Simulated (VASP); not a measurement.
# NbPdSe4 (P4/mmm) in VASP: further runs, part 2 of 2

VASP 6.6.1. Earlier steps stand in the parts before.

### 3 Single point, PBE

This run uses another cell than the first one, of 22.72 Å³/atom.

File INCAR:

```
SYSTEM = NbPdSe4
PREC = Accurate ; ENCUT = 520
EDIFF = 1E-7 ; ISMEAR = 0
SIGMA = 0.1 ; LREAL = .FALSE.
LASPH = .TRUE. ; NELM = 60
ALGO = Normal ; ISIF = 2
LWAVE = .FALSE. ; LCHARG = .FALSE.
GGA = PE ; NBANDS = 32
```

File KPOINTS:

```
Automatic mesh
0
G
  6 6 2
  0 0 0
```

File POSCAR:

```
NbPdSe4
1.0
    3.1279221476      0.0000000000      0.0000000000
    0.0000000000      3.1279221476      0.0000000000
    0.0000000000      0.0000000000     13.9353053531
Nb Pd Se
1 1 4
Direct
    0.0000000000      0.0000000000      0.5000000000
    0.0000000000      0.0000000000      0.0000000000
    0.5000000000      0.5000000000      0.3854270967
    0.5000000000      0.5000000000      0.8803019300
    0.5000000000      0.5000000000      0.1196980700
    0.5000000000      0.5000000000      0.6145729033
```

Potentials or basis: VASP PAW PBE potentials, release 64 (Nb_sv, Pd, Se).

The run is started by

```
$ cat potpaw_PBE.64/Nb_sv/POTCAR potpaw_PBE.64/Pd/POTCAR potpaw_PBE.64/Se/POTCAR > POTCAR
$ mpirun -np 1 vasp_std > vasp.out
```

OUTCAR:

```text
SYSTEM = NbPdSe4
   PREC = Accurate
   ENCUT = 520
   EDIFF = 1E-7
   ISMEAR = 0
   LREAL = .FALSE.
   LASPH = .TRUE.
   NELM = 60
   ISIF = 2
   GGA = PE

 ion  position               nearest neighbor table
   1  0.000  0.000  0.500-   3 2.73   6 2.73   3 2.73   6 2.73   3 2.73   6 2.73   3 2.73   6 2.73

   2  0.000  0.000  0.000-   4 2.77   5 2.77   4 2.77   5 2.77   4 2.77   5 2.77   4 2.77   5 2.77

   3  0.500  0.500  0.385-   1 2.73   1 2.73   1 2.73   1 2.73
   4  0.500  0.500  0.880-   2 2.77   2 2.77   2 2.77   2 2.77
   5  0.500  0.500  0.120-   2 2.77   2 2.77   2 2.77   2 2.77
   6  0.500  0.500  0.615-   1 2.73   1 2.73   1 2.73   1 2.73

  LATTYP: Found a simple tetragonal cell.
 ALAT       =     3.1279221476
 C/A-ratio  =     4.4551317762

  Lattice vectors:

 A1 = (   3.1279221476,   0.0000000000,   0.0000000000)
 A2 = (   0.0000000000,   3.1279221476,   0.0000000000)
 A3 = (   0.0000000000,   0.0000000000,  13.9353053531)

Analysis of symmetry for initial positions (statically):
=====================================================================
 Subroutine PRICEL returns:
 Original cell was already a primitive cell.

 Routine SETGRP: Setting up the symmetry group for a
 simple tetragonal supercell.

 Subroutine GETGRP returns: Found 16 space group operations
 (whereof 16 operations were pure point group operations)
 out of a pool of 16 trial point group operations.

The static configuration has the point symmetry D_4h.

Analysis of symmetry for dynamics (positions and initial velocities):
=====================================================================
 Subroutine PRICEL returns:
 Original cell was already a primitive cell.

 Routine SETGRP: Setting up the symmetry group for a
 simple tetragonal supercell.

 Subroutine GETGRP returns: Found 16 space group operations
[... 126 lines left out ...]
     AMIX_MAG =   1.60;   BMIX_MAG =  1.00
  volume/ion in A,a.u.               =      22.72       153.35
  Fermi-wavevector in a.u.,A,eV,Ry     =   1.147884  2.169186 17.927549  1.317638
  Thomas-Fermi vector in A             =   2.284562
   LORBIT       =      0    0 simple, 1 ext, 2 COOP (PROOUT), +10 PAW based schemes
   GGA     = PE    functional components
   LHFCALC =     F    Hartree Fock is set to
   AEXX    =    0.0000 exact exchange contribution
   IVDW    =     0    specifies the selected vdW correction
   LEPSILON=     F    determine dielectric tensor
   LRPA    =     F    only Hartree local field effects (RPA)
 non-spin polarized calculation
 Gauss-broadening in eV      SIGMA  =   0.10
  energy-cutoff  :      520.00
  volume of cell :      136.34
 maximum number of plane-waves:      3728
 NGX is ok and might be reduce to    24
   NGX = 11   NGY = 11   NGZ = 51

 number of electron      47.0000013 magnetization

 Free energy of the ion-electron system (eV)
  ---------------------------------------------------
  ext. energy  EPLUGINS =         0.00000000
  ---------------------------------------------------
  free energy    TOTEN  =       -30.96971341 eV

  energy without entropy =      -30.95135747  energy(sigma->0) =      -30.96053544

 E-fermi :   5.0840     XC(G=0):  -9.9101

 val. band max:        5.0551190620   @ k =   0.5000   0.5000   0.5000
 cond. band min:       5.0855208125   @ k =   0.5000   0.5000   0.5000
 fundamental gap:      0.0304017505
 Fermi energy:         5.0840385216

 k-point     1 :       0.0000    0.0000    0.0000
  band No.  band energies     occupation
      1     -50.1554      2.00000
      2     -26.3439      2.00000
      3     -25.9795      2.00000
      4     -25.9795      2.00000
      5      -9.5939      2.00000
      6      -9.4862      2.00000
[... 689 lines left out ...]
     31       8.9817      0.00000
     32       9.4848      0.00000

------------------------ aborting loop because EDIFF is reached ----------------------------------------

  FORCE on cell =-STRESS in cart. coord.  units (eV):
  Direction    XX          YY          ZZ          XY          YZ          ZX
  --------------------------------------------------------------------------------------
  -------------------------------------------------------------------------------------
  Total       -0.0482060     -0.0482060      0.3104651      0.0000000      0.0000000     -0.0000000
  in kB       -0.5664784     -0.5664784      3.6483378      0.0000000      0.0000000     -0.0000000
  external PRESSURE =       0.8384604 kB  Pullay stress =       0.0000000 kB

 VOLUME and BASIS-vectors are now :
 -----------------------------------------------------------------------------
  energy-cutoff  :      520.00
  volume of cell :      136.34
      direct lattice vectors                 reciprocal lattice vectors
     3.127922148  0.000000000  0.000000000     0.319701052  0.000000000  0.000000000
     0.000000000  3.127922148  0.000000000     0.000000000  0.319701052  0.000000000
     0.000000000  0.000000000 13.935305353     0.000000000  0.000000000  0.071760179

 POSITION                                       TOTAL-FORCE (eV/Angst)
 -----------------------------------------------------------------------------------
      0.00000      0.00000      6.96765        -0.000000      0.000000      0.000000
      0.00000      0.00000      0.00000        -0.000000      0.000000      0.000000
      1.56396      1.56396      5.37104        -0.000000     -0.000000     -0.008971
      1.56396      1.56396     12.26728        -0.000000      0.000000     -0.001709
      1.56396      1.56396      1.66803        -0.000000     -0.000000      0.001709
      1.56396      1.56396      8.56426         0.000000     -0.000000      0.008971
 -----------------------------------------------------------------------------------
    total drift:                                0.000000     -0.000000      0.000000

  FREE ENERGIE OF THE ION-ELECTRON SYSTEM (eV)
  ---------------------------------------------------
  free  energy   TOTEN  =       -30.9697134112 eV

  energy  without entropy=      -30.9513574684  energy(sigma->0) =      -30.96053544
```

stdout:

```text
POSCAR found type information on POSCAR NbPdSe
 POSCAR found :  3 types and       6 ions
 scaLAPACK will be used
 LDA part: xc-table for (Slater+PW92), standard interpolation
 POSCAR, INCAR and KPOINTS ok, starting setup
 FFT: planning ... GRIDC
 FFT: planning ... GRID_SOFT
 FFT: planning ... GRID
 WAVECAR not read
 entering main loop
```

Run time: 54 s. Hardware: 1 thread of Intel Xeon 6975P-C (Granite Rapids), shared host; peak memory 0.29 GiB.

What came out:

* Free energy: -30.9697 eV
* Pressure: 0.1 GPa
* Largest force: 0.009 eV/Å
* Band gap on the k mesh: zero (an odd number of electrons rules out a gap without spin polarisation)

Forces in eV/Å, atoms in the order of the input:
```
Nb   0.000  0.000  0.000
Pd   0.000  0.000  0.000
Se   0.000  0.000 -0.009
Se   0.000  0.000 -0.002
Se   0.000  0.000  0.002
Se   0.000  0.000  0.009
```

Levels at points of the mesh, in eV from the Fermi level:
```csv
k point,band 21,band 22,band 23,band 24,band 25,band 26
"(0.00, 0.00, 0.00)",0.08,0.08,0.18,0.18,0.38,1.71
"(0.50, 0.00, 0.00)",-1.45,-1.35,0.59,1.11,1.32,1.41
"(0.50, 0.50, 0.00)",-0.53,-0.49,-0.49,0.00,0.60,0.83
"(0.00, 0.00, 0.50)",0.10,0.10,0.15,0.15,0.49,1.71
"(0.50, 0.00, 0.50)",-1.43,-1.37,0.58,1.11,1.35,1.38
"(0.50, 0.50, 0.50)",-0.48,-0.48,-0.11,-0.03,0.00,1.05
```

Caveat: this functional lacks dispersion, which binds layers or chains, so the pressure and a relaxed spacing across them are unreliable.

### 4 Relaxation of cell and atoms, PBE

File INCAR:

```
PREC     = Accurate       # precision mode
ENCUT    = 600            # plane-wave cutoff, eV
EDIFF    = 1E-6           # SCF threshold, eV
ISMEAR   = 0              # smearing method
SIGMA    = 0.1            # smearing width, eV
LREAL    = False          # projectors in reciprocal space
LASPH    = True           # aspherical terms in the spheres
NELM     = 60             # most SCF steps
ALGO     = Normal         # electronic algorithm
ISIF     = 3              # what is computed and relaxed
LWAVE    = False          # write WAVECAR
LCHARG   = False          # write CHGCAR
GGA      = PE             # functional
IBRION   = 2              # ionic algorithm
NSW      = 90             # ionic steps
EDIFFG   = -0.04          # ionic threshold
```

File KPOINTS:

```
regular mesh
0
Gamma
  6 6 2
```

File POSCAR:

```
NbPdSe4
1.0
    3.2538270300      0.0000000000      0.0000000000
    0.0000000000      3.2538270300      0.0000000000
    0.0000000000      0.0000000000     12.2614334100
Nb Pd Se
1 1 4
Direct
    0.0000000000      0.0000000000      0.5000000000
    0.0000000000      0.0000000000      0.0000000000
    0.5000000000      0.5000000000      0.3645260000
    0.5000000000      0.5000000000      0.8643389900
    0.5000000000      0.5000000000      0.1356610100
    0.5000000000      0.5000000000      0.6354740000
```

Potentials or basis: VASP PAW PBE potentials, release 64 (Nb_sv, Pd, Se).

The run is started by

```
$ cat potpaw_PBE.64/Nb_sv/POTCAR potpaw_PBE.64/Pd/POTCAR potpaw_PBE.64/Se/POTCAR > POTCAR
$ mpirun -np 1 vasp_std > vasp.out
```

OUTCAR:

```text
PREC = Accurate
   ENCUT = 600
   EDIFF = 1E-6
   ISMEAR = 0
   LREAL = False
   LASPH = True
   NELM = 60
   ISIF = 3
   GGA = PE
   IBRION = 2
   NSW = 90
   EDIFFG = -0.04

 ion  position               nearest neighbor table
   1  0.000  0.000  0.500-   3 2.84   6 2.84   3 2.84   6 2.84   3 2.84   6 2.84   3 2.84   6 2.84

   2  0.000  0.000  0.000-   4 2.84   5 2.84   4 2.84   5 2.84   4 2.84   5 2.84   4 2.84   5 2.84

   3  0.500  0.500  0.365-   1 2.84   1 2.84   1 2.84   1 2.84
   4  0.500  0.500  0.864-   2 2.84   2 2.84   2 2.84   2 2.84
   5  0.500  0.500  0.136-   2 2.84   2 2.84   2 2.84   2 2.84
   6  0.500  0.500  0.635-   1 2.84   1 2.84   1 2.84   1 2.84

  LATTYP: Found a simple tetragonal cell.
 ALAT       =     3.2538270300
 C/A-ratio  =     3.7683113752

  Lattice vectors:

 A1 = (   3.2538270300,   0.0000000000,   0.0000000000)
 A2 = (   0.0000000000,   3.2538270300,   0.0000000000)
 A3 = (   0.0000000000,   0.0000000000,  12.2614334100)

Analysis of symmetry for initial positions (statically):
=====================================================================
 Subroutine PRICEL returns:
 Original cell was already a primitive cell.

 Routine SETGRP: Setting up the symmetry group for a
[... 181 lines left out ...]
  Total       -4.1071322     -4.1071322     -4.3037627      0.0000000     -0.0000000      0.0000000
  in kB      -50.6896271    -50.6896271    -53.1164121      0.0000000     -0.0000000      0.0000000
  external PRESSURE =     -51.4985554 kB  Pullay stress =       0.0000000 kB
[... 101 lines left out ...]
  FREE ENERGIE OF THE ION-ELECTRON SYSTEM (eV)
  ---------------------------------------------------
  free  energy   TOTEN  =       -30.7595882875 eV

  energy  without entropy=      -30.7304131028  energy(sigma->0) =      -30.74500070

 E-fermi :   5.2604     XC(G=0): -10.0162

 val. band max:        5.2569818998   @ k =   0.0000   0.0000   0.0000
 cond. band min:       5.2798315569   @ k =   0.0000   0.0000   0.5000
 fundamental gap:      0.0228496570
 Fermi energy:         5.2603764521

 k-point     1 :       0.0000    0.0000    0.0000
  band No.  band energies     occupation
      1     -50.0149      2.00000
      2     -26.1953      2.00000
      3     -25.8379      2.00000
      4     -25.8379      2.00000
      5      -9.4513      2.00000
      6      -9.2797      2.00000
[... 609 lines left out ...]
     27       8.1561      0.00000
     28       8.2592      0.00000

[... ionic steps 4 to 17 ...]

--------------------------------------- Ionic step       18  -------------------------------------------

 number of electron      47.0000001 magnetization

------------------------ aborting loop because EDIFF is reached ----------------------------------------
[... 75 lines left out ...]
--------------------------------------- Ionic step       20  -------------------------------------------

 number of electron      47.0000001 magnetization

 Free energy of the ion-electron system (eV)
  ---------------------------------------------------
  ext. energy  EPLUGINS =         0.00000000
  ---------------------------------------------------
  free energy    TOTEN  =       -30.97095739 eV

  energy without entropy =      -30.95378768  energy(sigma->0) =      -30.96237254

 E-fermi :   4.9463     XC(G=0):  -9.8222

 val. band max:        4.8285510018   @ k =   0.5000   0.5000   0.5000
 cond. band min:       4.9563347869   @ k =   0.3333   0.0000   0.5000
 fundamental gap:      0.1277837851
 Fermi energy:         4.9462739824

 k-point     1 :       0.0000    0.0000    0.0000
  band No.  band energies     occupation
      1     -50.2719      2.00000
      2     -26.4656      2.00000
      3     -26.0906      2.00000
      4     -26.0906      2.00000
      5      -9.7176      2.00000
      6      -9.6293      2.00000
[... 642 lines left out ...]
  FREE ENERGIE OF THE ION-ELECTRON SYSTEM (eV)
  ---------------------------------------------------
  free  energy   TOTEN  =       -30.9709573941 eV

  energy  without entropy=      -30.9537876814  energy(sigma->0) =      -30.96237254

 reached required accuracy - stopping structural energy minimisation
```

CONTCAR:

```text
NbPdSe4
   1.00000000000000
     3.1209001864152057   -0.0000000000000000   -0.0000000000000000
     0.0000000000000000    3.1209001864152057    0.0000000000000000
     0.0000000000000000    0.0000000000000000   14.1736820893834334
  Nb              Pd              Se
     1     1     4
Direct
     0.0000000000000000    0.0000000000000000    0.5000000000000000
     0.0000000000000000    0.0000000000000000    1.0000000000000000
     0.5000000000000000    0.5000000000000000    0.3869678390413080
     0.5000000000000000    0.5000000000000000    0.8815886812405611
     0.5000000000000000    0.5000000000000000    0.1184113187594388
     0.5000000000000000    0.5000000000000000    0.6130321609586920

  0.00000000E+00  0.00000000E+00  0.00000000E+00
  0.00000000E+00  0.00000000E+00  0.00000000E+00
  0.00000000E+00  0.00000000E+00  0.00000000E+00
  0.00000000E+00  0.00000000E+00  0.00000000E+00
  0.00000000E+00  0.00000000E+00  0.00000000E+00
  0.00000000E+00  0.00000000E+00  0.00000000E+00
```

Run time: 14 min. Hardware: 1 thread of Intel Xeon 6975P-C (Granite Rapids), shared host; peak memory 0.33 GiB.

Results:

```yaml
Free_energy: -30.9710 eV
Relaxed_volume: 23.01 Å³/atom
Relaxed_cell: a = 3.121 Å, b = 3.121 Å, c = 14.174 Å, α = 90.00°, β = 90.00°, γ = 90.00°
Space_group_after_relaxing_to_0.1_Å: P4/mmm (No. 123)
Energy_gained_by_relaxing: 77.2 meV/atom
Ionic_steps: 20
Pressure_after_relaxing: 0.1 GPa
Largest_force_after_relaxing: 0.020 eV/Å
Band_gap_on_the_k_mesh: zero (an odd number of electrons rules out a gap without spin polarisation)
```

Forces in eV/Å, atoms in the order of the input:
```
Nb   0.000  0.000  0.000
Pd   0.000  0.000  0.000
Se   0.000  0.000  0.020
Se   0.000  0.000  0.017
Se   0.000  0.000 -0.017
Se   0.000  0.000 -0.020
```

Step by step:
```tsv
step	energy change (eV)	largest force (eV/Å)	pressure (GPa)	volume (Å³)
1	0.0000	1.5851	-5.15	129.82
2	-0.1737	0.1822	6.69	117.18
3	-0.2518	0.7714	1.80	121.42
4	-0.3326	0.2999	1.05	123.52
5	-0.3577	0.1681	0.54	125.49
6	-0.3759	0.1703	-0.48	127.23
7	-0.3787	0.1787	-1.07	128.33
8	-0.3904	0.1628	-0.34	127.89
9	-0.3941	0.1393	1.21	127.01
10	-0.3960	0.1481	0.64	127.33
11	-0.4012	0.1547	0.53	128.05
12	-0.4168	0.1706	0.29	130.19
13	-0.4466	0.2200	-0.04	134.31
14	-0.4152	0.4631	0.55	142.02
15	-0.4528	0.2369	0.23	136.32
16	-0.4604	0.0297	-0.54	138.79
17	-0.4610	0.0668	-0.41	138.28
18	-0.4549	0.2872	1.13	137.10
19	-0.4624	0.0388	0.07	137.92
20	-0.4631	0.0205	0.09	138.05
```

Final structure:
```cif
data_structure
_symmetry_space_group_name_H-M 'P 1'
_symmetry_Int_Tables_number 1
_cell_length_a 3.1209
_cell_length_b 3.1209
_cell_length_c 14.1737
_cell_angle_alpha 90.000
_cell_angle_beta 90.000
_cell_angle_gamma 90.000
_cell_volume 138.05
loop_
_atom_site_label
_atom_site_type_symbol
_atom_site_fract_x
_atom_site_fract_y
_atom_site_fract_z
_atom_site_occupancy
Nb1 Nb 0.00000 0.00000 0.50000 1
Pd1 Pd 0.00000 0.00000 0.00000 1
Se1 Se 0.50000 0.50000 0.38697 1
Se2 Se 0.50000 0.50000 0.88159 1
Se3 Se 0.50000 0.50000 0.11841 1
Se4 Se 0.50000 0.50000 0.61303 1
```

Caveat: a cell axis changed by over 15 % at a fixed basis, so the end point is rough; this functional lacks dispersion, which binds layers or chains, so the pressure and a relaxed spacing across them are unreliable.

### 5 Single point, PBE

This run uses another cell than the first one, of 23.29 Å³/atom.

File INCAR:

```
PREC = Accurate ; ENCUT = 520
EDIFF = 1E-6 ; ISMEAR = 0
SIGMA = 0.1 ; LREAL = F
LASPH = T ; NELM = 60
ALGO = Normal ; ISIF = 2
LWAVE = F ; LCHARG = F
GGA = PE ; NBANDS = 32
```

File KPOINTS:

```
regular mesh
0
Gamma
  12 12 4
```

File POSCAR:

```
NbPdSe4
1.0
    3.1210302738      0.0000000000      0.0000000000
    0.0000000000      3.1210302738      0.0000000000
    0.0000000000      0.0000000000     14.3459396607
Nb Pd Se
1 1 4
Direct
    0.0000000000      0.0000000000      0.5000000000
    0.0000000000      0.0000000000      0.0000000000
    0.5000000000      0.5000000000      0.3878382005
    0.5000000000      0.5000000000      0.8836888608
    0.5000000000      0.5000000000      0.1163111392
    0.5000000000      0.5000000000      0.6121617995
```

The run is started by

```
$ cat potpaw_PBE.64/Nb_sv/POTCAR potpaw_PBE.64/Pd/POTCAR potpaw_PBE.64/Se/POTCAR > POTCAR
$ mpirun -np 1 vasp_std > vasp.out
```

It took 3.2 min on 1 thread of Intel Xeon 6975P-C (Granite Rapids), shared host; peak memory 0.49 GiB.

The run converged. Its results:

* Free energy: -30.9441 eV
* Pressure: 0.0 GPa
* Band gap on the k mesh: zero (an odd number of electrons rules out a gap without spin polarisation)

Forces in eV/Å, atoms in the order of the input:
```
Nb   0.000  0.000  0.000
Pd   0.000  0.000  0.000
Se   0.000  0.000 -0.002
Se   0.000  0.000  0.000
Se   0.000  0.000  0.000
Se   0.000  0.000  0.002
```

Levels at points of the mesh, in eV from the Fermi level:
```tsv
k point	band 19	band 20	band 21	band 22	band 23	band 24	band 25	band 26	band 27	band 28
(0.00, 0.00, 0.00)	-1.43	-1.41	0.14	0.14	0.21	0.21	0.34	1.78	1.78	2.27
(0.50, 0.00, 0.00)	-2.25	-1.64	-1.42	-1.29	0.62	1.17	1.37	1.45	2.13	3.17
(0.50, 0.50, 0.00)	-2.56	-1.37	-0.44	-0.44	-0.37	0.02	0.46	0.91	3.01	3.01
(0.00, 0.00, 0.50)	-1.44	-1.44	0.16	0.16	0.20	0.20	0.42	1.78	1.78	2.27
(0.50, 0.00, 0.50)	-2.18	-1.64	-1.41	-1.30	0.62	1.17	1.38	1.44	2.14	3.26
(0.50, 0.50, 0.50)	-2.56	-1.37	-0.43	-0.43	-0.07	0.02	0.04	1.04	2.99	2.99
```

Caveat: this functional lacks dispersion, which binds layers or chains, so the pressure and a relaxed spacing across them are unreliable.

### 6 Overview

| task | cell | k mesh | cutoff (eV) | gap on the mesh (eV) | pressure (GPa) | largest force (eV/Å) |
| --- | --- | --- | --- | --- | --- | --- |
| single point | a = 3.254, b = 3.254, c = 12.261 Å, 6 atoms, atomic positions A | 6 × 6 × 2 | 520 | none | -5.1 | 1.58 |
| single point | a = 3.128, b = 3.128, c = 13.935 Å, 6 atoms, atomic positions B | 6 × 6 × 2 | 520 | none | 0.1 | 0.01 |
| relaxation of cell and atoms | relaxed from a = 3.254, b = 3.254, c = 12.261 Å, 6 atoms, atomic positions A | 6 × 6 × 2 | 600 | none | 0.1 | 0.02 |
| single point | a = 3.121, b = 3.121, c = 14.346 Å, 6 atoms, atomic positions C | 12 × 12 × 4 | 520 | none | 0.0 | - |

Alike in all rows: level PBE; potentials or basis VASP PAW PBE potentials, release 64 (Nb_sv, Pd, Se); no spin polarisation; smearing gaussian 0.1 eV.

Caveats: this functional lacks dispersion, which binds layers or chains, so the pressure and a relaxed spacing across them are unreliable (at least some runs); the cell stands under tension (at least some runs); forces of over 1 eV/Å act on the atoms, so gaps and moduli don't describe the material at rest (at least some runs); a cell axis changed by over 15 % at a fixed basis, so the end point is rough (at least some runs).

Total energies depend on the potentials used, so only differences within one code and one set of settings carry meaning.

The gap in the log of VASP goes by the Fermi energy; the results here count the filled bands.